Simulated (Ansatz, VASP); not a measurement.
Hf: VASP beside Ansatz

Contents of INCAR:

```
PREC     = Accurate       # precision mode
ENCUT    = 520            # plane-wave cutoff, eV
EDIFF    = 1E-6           # SCF threshold, eV
ISMEAR   = 0              # smearing method
SIGMA    = 0.15           # smearing width, eV
LREAL    = False          # projectors in reciprocal space
LASPH    = True           # aspherical terms in the spheres
NELM     = 80             # most SCF steps
ALGO     = Normal         # electronic algorithm
ISIF     = 2              # what is computed and relaxed
LWAVE    = False          # write WAVECAR
LCHARG   = True           # write CHGCAR
GGA      = PS             # functional
LELF     = True           # ELF
LVHAR    = True         
NBANDS   = 11             # bands
```

KPOINTS

```
regular mesh
0
Gamma
  18 18 18
```

Contents of POSCAR:

```
Hf
1.0
   -1.8320750000      1.8050000000      1.8050000000
    1.8320750000     -1.8050000000      1.8050000000
    1.8320750000      1.8050000000     -1.8050000000
Hf
1
Direct
    0.0000000000      0.0000000000      0.0000000000
```

Input for Ansatz:

```yaml
crystal:
  lattice:
    - [-1.832075, 1.805, 1.805]
    - [1.832075, -1.805, 1.805]
    - [1.832075, 1.805, -1.805]
  atoms:
    - { symbol: Hf, position: [0.0, 0.0, 0.0] }
basis:
  ecutwfc: 420
kpoints:
  mp_grid: { grid: [18, 18, 18] }
hamiltonian:
  xc: pbesol
scf:
  occupations: { method: gaussian, width: 0.15 }
output:
  forces: true
  stress: true
  eigenvalues: true
  write_density: true
  write_potential: true
  elf: true
  volumetric_format: npy
```

Change from the starting cell: strain +0.0150 x Voigt [1, 0, 0, 0, 0, 0], atoms carried along.

Alike in both runs: task single point; functional PBEsol; k mesh 18 × 18 × 18; occupations gaussian, width 0.15 eV; no spin polarisation.

```csv
,VASP,Ansatz
version,VASP 6.6.1,Ansatz 0.2.0
potentials or method,"VASP PAW PBE potentials, release 64 (Hf_pv), cutoff 520 eV","scalar-relativistic, plane waves, PAW"
valence electrons in the cell,10,26
```

|  | VASP | Ansatz | Ansatz less VASP |
| --- | --- | --- | --- |
| gap on the k mesh at the Fermi level (eV) | none | none | - |
| pressure (GPa) | -10.4 | -10.1 | +0.32 |
| traceless stress, the component that is largest in VASP (GPa) | 0.44 | 0.43 | -0.013 |

VASP's potentials were made for PBE, not for PBEsol. A gap of «none» marks a metal or a gap that the smearing closes. VASP's potentials hold 10 valence electrons a cell and Ansatz's 26, so a difference there can come from the potentials and not from the codes.

Spin-orbit coupling is off throughout.
